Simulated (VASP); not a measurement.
# Ga2O3 (C2/m) in VASP: single point with r2SCAN

Aim: the single point of Ga2O3 with r2SCAN.

Everything below comes from runs of VASP 6.6.1. Logs are shortened: lines on timing, memory, paths and dates and some standing lists are left out, and cuts for length are marked.

**1. The cell of the first run**

Symmetry: C2/m, No. 12, monoclinic system. The conventional cell has a = 12.256 Å, b = 3.039 Å, c = 5.808 Å, α = 90.00°, β = 103.81°, γ = 90.00°. Within 2.4 Å of Ga (site symmetry m) lie 4 O at 1.83 to 1.87 Å. Within 2.6 Å of Ga (site symmetry m) lie 6 O at 1.94 to 2.08 Å. Within 2.4 Å of O (site symmetry m) lie 3 Ga at 1.83 to 1.94 Å. Within 2.5 Å of O (site symmetry m) lie 4 Ga at 1.87 to 2.08 Å. O (site symmetry m) has 3 Ga at 1.84 to 1.94 Å within 2.4 Å.

**2. Single point, r2SCAN**

POSCAR reads:

```
Ga2O3
1.0
    6.1278415954     -1.5195305744      0.0025319685
    6.1278415954      1.5195305744      0.0025319685
   -1.3883847064      0.0000000000      5.6399773694
Ga O
4 6
Direct
    0.0905209730      0.0905209730      0.7947888374
    0.9094790270      0.9094790270      0.2052111626
    0.6587278755      0.6587278755      0.3144766572
    0.3412721245      0.3412721245      0.6855233428
    0.1642143312      0.1642143312      0.1091577322
    0.8357856688      0.8357856688      0.8908422678
    0.1733419984      0.1733419984      0.5635248267
    0.8266580016      0.8266580016      0.4364751733
    0.4962851435      0.4962851435      0.2562373616
    0.5037148565      0.5037148565      0.7437626384
```

INCAR.step1 reads:

```
SYSTEM = Ga2O3
ALGO = Normal
EDIFF = 1E-4
ENCUT = 520
GGA = PE
ISMEAR = 0
LASPH = .TRUE.
LCHARG = .FALSE.
LREAL = .FALSE.
LWAVE = .TRUE.
NBANDS = 55
NELM = 60
PREC = Accurate
SIGMA = 0.02
```

INCAR.step2 reads:

```
SYSTEM = Ga2O3
ALGO = Normal
EDIFF = 1E-6
ENCUT = 520
ISIF = 2
ISMEAR = 0
ISTART = 1
LASPH = .TRUE.
LCHARG = .TRUE.
LELF = .TRUE.
LMIXTAU = .TRUE.
LREAL = .FALSE.
LVHAR = .TRUE.
LWAVE = .FALSE.
METAGGA = R2SCAN
NBANDS = 55
NELM = 60
PREC = Accurate
SIGMA = 0.02
```

KPOINTS reads:

```
k-points
0
G
  8 8 4
  0 0 0
```

Potentials or basis: VASP PAW PBE potentials, release 64 (Ga_d, O).

The run is started by

```sh
cat potpaw_PBE.64/Ga_d/POTCAR potpaw_PBE.64/O/POTCAR > POTCAR
cp INCAR.step1 INCAR
mpirun -np 1 vasp_std > vasp.out
cp INCAR.step2 INCAR
mpirun -np 1 vasp_std > vasp.out
```

OUTCAR:

```text
SYSTEM = Ga2O3
   EDIFF = 1E-6
   ENCUT = 520
   ISIF = 2
   ISMEAR = 0
   ISTART = 1
   LASPH = .TRUE.
   LREAL = .FALSE.
   METAGGA = R2SCAN
   NELM = 60
   PREC = Accurate

 ion  position               nearest neighbor table
   1  0.091  0.091  0.795-   5 1.83  10 1.84  10 1.84   7 1.87
   2  0.909  0.909  0.205-   6 1.83   9 1.84   9 1.84   8 1.87
   3  0.659  0.659  0.314-   9 1.94   5 1.94   5 1.94   8 2.01   7 2.08   7 2.08
   4  0.341  0.341  0.686-  10 1.94   6 1.94   6 1.94   7 2.01   8 2.08   8 2.08
   5  0.164  0.164  0.109-   1 1.83   3 1.94   3 1.94
   6  0.836  0.836  0.891-   2 1.83   4 1.94   4 1.94
   7  0.173  0.173  0.564-   1 1.87   4 2.01   3 2.08   3 2.08
   8  0.827  0.827  0.436-   2 1.87   3 2.01   4 2.08   4 2.08
   9  0.496  0.496  0.256-   2 1.84   2 1.84   3 1.94
  10  0.504  0.504  0.744-   1 1.84   1 1.84   4 1.94

  LATTYP: Found a base centered monoclinic cell.
 ALAT       =    12.2556842370
 B/A-ratio  =     0.2479715608
 C/A-ratio  =     0.4739312975
 COS(beta)  =    -0.2386312195

  Lattice vectors:

 A1 = (   6.1278415954,  -1.5195305744,   0.0025319685)
 A2 = (   6.1278415954,   1.5195305744,   0.0025319685)
 A3 = (  -1.3883847064,   0.0000000000,   5.6399773694)

Analysis of symmetry for initial positions (statically):
=====================================================================
 Subroutine PRICEL returns:
 Original cell was already a primitive cell.

 Routine SETGRP: Setting up the symmetry group for a
 base centered monoclinic supercell.

 Subroutine GETGRP returns: Found  4 space group operations
 (whereof  4 operations were pure point group operations)
 out of a pool of  4 trial point group operations.

The static configuration has the point symmetry C_2h.

Analysis of symmetry for dynamics (positions and initial velocities):
=====================================================================
 Subroutine PRICEL returns:
 Original cell was already a primitive cell.

 Routine SETGRP: Setting up the symmetry group for a
 base centered monoclinic supercell.

 Subroutine GETGRP returns: Found  4 space group operations
 (whereof  4 operations were pure point group operations)
 out of a pool of  4 trial point group operations.

The dynamic configuration has the point symmetry C_2h.

 Subroutine INISYM returns: Found  4 space group operations
 (whereof  4 operations are pure point group operations),
 and found     1 'primitive' translations

----------------------------------------------------------------------------------------

                                     Primitive cell

  volume of cell :     105.0433

  direct lattice vectors                    reciprocal lattice vectors
     6.127841595 -1.519530574  0.002531969     0.081586500 -0.329048989  0.020084025
     6.127841595  1.519530574  0.002531969     0.081586500  0.329048989  0.020084025
    -1.388384706  0.000000000  5.639977369    -0.000073254  0.000000000  0.177287643

  length of vectors
     6.313431887  6.313431887  5.808352333     0.339607071  0.339607071  0.177287658

  position of ions in fractional coordinates (direct lattice)
     0.090520973  0.090520973  0.794788837
     0.909479027  0.909479027  0.205211163
     0.658727875  0.658727875  0.314476657
     0.341272125  0.341272125  0.685523343
     0.164214331  0.164214331  0.109157732
     0.835785669  0.835785669  0.890842268
     0.173341998  0.173341998  0.563524827
     0.826658002  0.826658002  0.436475173
     0.496285144  0.496285144  0.256237362
     0.503714856  0.503714856  0.743762638

  ion indices of the primitive-cell ions
   primitive index   ion index
                 1           1
                 2           2
                 3           3
                 4           4
                 5           5
                 6           6
                 7           7
                 8           8
                 9           9
                10          10

----------------------------------------------------------------------------------------

 KPOINTS: k-points

Automatic generation of k-mesh.
 Grid dimensions read from file:
 generate k-points for:    8    8    4

 Generating k-lattice:

  Cartesian coordinates                     Fractional coordinates (reciprocal lattice)
     0.010198312 -0.041131124  0.002510503     0.125000000  0.000000000  0.000000000
     0.010198312  0.041131124  0.002510503     0.000000000  0.125000000  0.000000000
    -0.000018313  0.000000000  0.044321911     0.000000000  0.000000000  0.250000000

  Length of vectors
     0.042450884  0.042450884  0.044321915

  Shift w.r.t. Gamma in fractional coordinates (k-lattice)
     0.000000000  0.000000000  0.000000000

 Subroutine IBZKPT returns following result:
 ===========================================

 Found     78 irreducible k-points:

 Following reciprocal coordinates:
            Coordinates               Weight
  0.000000  0.000000  0.000000      1.000000
  0.125000 -0.000000 -0.000000      4.000000
  0.250000 -0.000000 -0.000000      4.000000
  0.375000  0.000000 -0.000000      4.000000
  0.500000 -0.000000 -0.000000      2.000000
  0.125000  0.125000 -0.000000      2.000000
[... 16 lines left out ...]
  0.125000 -0.000000  0.250000      4.000000
  0.250000 -0.000000  0.250000      4.000000
 [... further k-points ...]
   k-points           NKPTS =     78   k-points in BZ     NKDIM =     78   number of bands    NBANDS=     55
   number of dos      NEDOS =    301   number of ions     NIONS =     10
   total plane-waves  NPLWV = 110592
   dimension x,y,z NGX =    48 NGY =   48 NGZ =   48
   dimension x,y,z NGXF=    96 NGYF=   96 NGZF=   96
   ions per type =               4   6
   NGX,Y,Z   is equivalent  to a cutoff of  12.64, 12.64, 13.74 a.u.
   NGXF,Y,Z  is equivalent  to a cutoff of  25.28, 25.28, 27.48 a.u.
 SYSTEM =  Ga2O3
   PREC   = accura    normal or accurate (medium, high low for compatibility)
   ISTART =      1    job   : 0-new  1-cont  2-samecut
   ICHARG =      0    charge: 1-file 2-atom 10-const
   ISPIN  =      1    spin polarized calculation?
   LNONCOLLINEAR =      F non collinear calculations
   LSORBIT =      F    spin-orbit coupling
   LASPH  =      T    aspherical Exc in radial PAW
   ENCUT  =  520.0 eV  38.22 Ry    6.18 a.u.  11.74 11.74 10.80*2*pi/ulx,y,z
   NELM   =     60;   NELMIN=  2; NELMDL=  0     # of ELM steps
   EDIFF  = 0.1E-05   stopping-criterion for ELM
   LREAL  =      F    real-space projection
   EDIFFG = 0.1E-04   stopping-criterion for IOM
   NSW    =      0    number of steps for IOM
   IBRION =     -1    ionic relax: 0-MD 1-quasi-New 2-CG
   NFREE  =      0    steps in history (QN), initial steepest desc. (CG)
   ISIF   =      2    stress and relaxation
   ISYM   =      2    0-nonsym 1-usesym 2-fastsym
   POTIM  = 0.5000    time-step for ionic-motion
   TEBEG  =    0.0;   TEEND  =   0.0 temperature during run
   PSTRESS=    0.0 pullay stress
   NELECT =      88.0000    total number of electrons
   NUPDOWN=      -1.0000    fix difference up-down
   EMIN   =  10.00;   EMAX   =-10.00  energy-range for DOS
   EFERMI =   0.00;   METHOD = LEGACY
   ISMEAR =     0;   SIGMA  =   0.02  broadening in eV -4-tet -1-fermi 0-gaus
   EFERMI_NEDOS =   21; number of points for ismear=-14 and -15
   IALGO  =     38    algorithm
   IMIX   =      4    mixing-type and parameters
     AMIX     =   0.40;   BMIX     =  1.00
     AMIX_MAG =   1.60;   BMIX_MAG =  1.00
  volume/ion in A,a.u.               =      10.50        70.89
  Fermi-wavevector in a.u.,A,eV,Ry     =   1.543285  2.916386 32.405398  2.381730
  Thomas-Fermi vector in A             =   2.648970
   LORBIT       =      0    0 simple, 1 ext, 2 COOP (PROOUT), +10 PAW based schemes
   METAGGA = R2SCAN    functional components
   LHFCALC =     F    Hartree Fock is set to
   AEXX    =    0.0000 exact exchange contribution
   IVDW    =     0    specifies the selected vdW correction
   LEPSILON=     F    determine dielectric tensor
   LRPA    =     F    only Hartree local field effects (RPA)
 non-spin polarized calculation
 Gauss-broadening in eV      SIGMA  =   0.02
  energy-cutoff  :      520.00
  volume of cell :      105.04
 maximum number of plane-waves:      2850
   NGX = 23   NGY = 23   NGZ = 21

 number of electron      88.0000019 magnetization

 Free energy of the ion-electron system (eV)
  ---------------------------------------------------
  ext. energy  EPLUGINS =         0.00000000
  ---------------------------------------------------
  free energy    TOTEN  =      -102.44187553 eV

  energy without entropy =     -102.44187553  energy(sigma->0) =     -102.44187553

 E-fermi :   3.5828     XC(G=0): -12.5137

 val. band max:        3.3983114586   @ k =   0.5000   0.3750   0.5000
 cond. band min:       6.4099523562   @ k =   0.0000   0.0000   0.0000
 fundamental gap:      3.0116408976
 Fermi energy:         3.5827574166

 k-point     1 :       0.0000    0.0000    0.0000
  band No.  band energies     occupation
      1     -16.4254      2.00000
      2     -15.2736      2.00000
      3     -15.2575      2.00000
      4     -15.1326      2.00000
      5     -14.6884      2.00000
      6     -14.6622      2.00000
[... 47 lines left out ...]
     54      16.7152      0.00000
     55      17.0447      0.00000

 k-point     2 :       0.1250   -0.0000   -0.0000
  band No.  band energies     occupation
      1     -16.3074      2.00000
      2     -15.2617      2.00000
      3     -15.2273      2.00000
      4     -15.0568      2.00000
      5     -14.6867      2.00000
      6     -14.6597      2.00000
[... 47 lines left out ...]
     54      15.7799      0.00000
     55      15.9324      0.00000
[... 1216 lines left out ...]
     54      15.9811      0.00000
     55      16.4241      0.00000

 k-point    24 :       0.2500   -0.0000    0.2500
  band No.  band energies     occupation
      1     -15.8851      2.00000
      2     -15.3222      2.00000
      3     -15.1655      2.00000
      4     -14.9107      2.00000
      5     -14.7140      2.00000
      6     -14.6295      2.00000
[... 47 lines left out ...]
     54      15.0539      0.00000
     55      16.4144      0.00000

 [... further k-points ...]

------------------------ aborting loop because EDIFF is reached ----------------------------------------

  FORCE on cell =-STRESS in cart. coord.  units (eV):
  Direction    XX          YY          ZZ          XY          YZ          ZX
  --------------------------------------------------------------------------------------
  -------------------------------------------------------------------------------------
  Total        1.1200460      1.3400463      1.1527180      0.0000000      0.0000000      0.0285337
  in kB       17.0835420     20.4391048     17.5818739      0.0000000      0.0000000      0.4352106
  external PRESSURE =      18.3681736 kB  Pullay stress =       0.0000000 kB

 VOLUME and BASIS-vectors are now :
 -----------------------------------------------------------------------------
  energy-cutoff  :      520.00
  volume of cell :      105.04
      direct lattice vectors                 reciprocal lattice vectors
     6.127841595 -1.519530574  0.002531969     0.081586500 -0.329048989  0.020084025
     6.127841595  1.519530574  0.002531969     0.081586500  0.329048989  0.020084025
    -1.388384706  0.000000000  5.639977369    -0.000073254  0.000000000  0.177287643

 POSITION                                       TOTAL-FORCE (eV/Angst)
 -----------------------------------------------------------------------------------
      0.00592      0.00000      4.48305         0.018649      0.000000     -0.001726
     10.86137      0.00000      1.16199        -0.018649      0.000000      0.001726
      7.63655      0.00000      1.77698        -0.013910      0.000000      0.048593
      3.23075      0.00000      3.86806         0.013910      0.000000     -0.048593
      1.86101      0.00000      0.61648         0.062096      0.000000      0.033808
      9.00629      0.00000      5.02856        -0.062096      0.000000     -0.033808
      1.34204      0.00000      3.17915         0.030250      0.000000     -0.053606
      9.52526      0.00000      2.46590        -0.030250      0.000000      0.053606
      5.72656      0.00000      1.44769         0.077643      0.000000      0.029308
      5.14074      0.00000      4.19736        -0.077643      0.000000     -0.029308
 -----------------------------------------------------------------------------------
    total drift:                                0.000000      0.000000      0.000000

  FREE ENERGIE OF THE ION-ELECTRON SYSTEM (eV)
  ---------------------------------------------------
  free  energy   TOTEN  =      -102.4418755254 eV

  energy  without entropy=     -102.4418755254  energy(sigma->0) =     -102.44187553
```

Wall time 26 min (1 thread of Intel Xeon 6975P-C (Granite Rapids), shared host); peak memory 0.55 GiB.

Results:

- Free energy: -102.4419 eV
- Pressure: 1.8 GPa
- Largest force: 0.083 eV/Å
- Band gap on the k mesh: 3.01 eV (least direct gap 3.04 eV)

Forces on the atoms (eV/Å):
```
Ga   0.019  0.000 -0.002
Ga  -0.019  0.000  0.002
Ga  -0.014  0.000  0.049
Ga   0.014  0.000 -0.049
O    0.062  0.000  0.034
O   -0.062  0.000 -0.034
O    0.030  0.000 -0.054
O   -0.030  0.000  0.054
O    0.078  0.000  0.029
O   -0.078  0.000 -0.029
```

Caveat: the PAW data sets were made with another functional, which shifts forces and pressure a little. r2SCAN opens gaps a little over a GGA but as a rule still falls short of measured ones.
